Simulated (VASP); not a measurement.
Input of a VASP 6.6.1 run:

File POSCAR:

```
NaH
1.0
    0.0000000000      2.3975122917      2.3975122917
    2.3975122917      0.0000000000      2.3975122917
    2.3975122917      2.3975122917      0.0000000000
Na H
1 1
Direct
    0.0000000000      0.0000000000      0.0000000000
    0.5000000000      0.5000000000      0.5000000000
```

Contents of INCAR.step1:

```
  ALGO = Normal
  EDIFF = 1E-4
  ENCUT = 520
  GGA = PE
  ISMEAR = 0
  LASPH = T
  LCHARG = F
  LREAL = F
  LWAVE = T
  NBANDS = 11
  NELM = 100
  PREC = Accurate
  SIGMA = 0.01
```

Contents of INCAR.step2:

```
  ALGO = Normal
  EDIFF = 1E-7
  ENCUT = 520
  ISIF = 2
  ISMEAR = 0
  ISTART = 1
  LASPH = T
  LCHARG = F
  LMIXTAU = T
  LREAL = F
  LWAVE = F
  METAGGA = R2SCAN
  NBANDS = 11
  NELM = 100
  PREC = Accurate
  SIGMA = 0.01
```

Contents of KPOINTS:

```
k-points
0
Gamma
  6 6 6
```

Potentials or basis: VASP PAW PBE potentials, release 64 (Na_pv, H).

The run is started by

```console
$ cat potpaw_PBE.64/Na_pv/POTCAR potpaw_PBE.64/H/POTCAR > POTCAR
$ cp INCAR.step1 INCAR
$ mpirun -np 1 vasp_std > vasp.out
$ cp INCAR.step2 INCAR
$ mpirun -np 1 vasp_std > vasp.out
```

(1) Predict the pressure.

(2) Estimate the band gap on the k mesh.

Answers

(1) -0.3 GPa.

(2) 4.46 eV, indirect (least direct gap 5.26 eV).

Caveat: the PAW data sets were made with another functional, which shifts forces and pressure a little.
